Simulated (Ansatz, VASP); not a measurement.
**Ge in VASP and in Ansatz**

```
CELL_PARAMETERS angstrom
-1.18801 2.37602 2.37602
2.37602 -1.18801 2.37602
2.37602 2.37602 -1.18801
ATOMIC_POSITIONS crystal
Ge 0.50000 0.50000 0.50000
Ge 0.75000 0.75000 0.75000
```

Alike in both runs: task single point; functional PBEsol; k mesh 16 × 16 × 16; occupations gaussian, width 0.15 eV; no spin polarisation.

|  | VASP | Ansatz |
| --- | --- | --- |
| version | VASP 6.6.1 | Ansatz 0.2.0 |
| potentials or method | VASP PAW PBE potentials, release 64 (Ge_d), cutoff 520 eV | scalar-relativistic, plane waves, PAW |
| valence electrons in the cell | 28 | 28 |

```csv
,VASP,Ansatz,Ansatz less VASP
gap on the k mesh at the Fermi level (eV),none,none,-
rms of the force components (eV/Å),26.794,27.346,+0.5515
```

VASP's potentials were made for PBE, not for PBEsol. Atom by atom the forces differ by 0.552 eV/Å (rms over components). A gap of «none» marks a metal or a gap that the smearing closes.
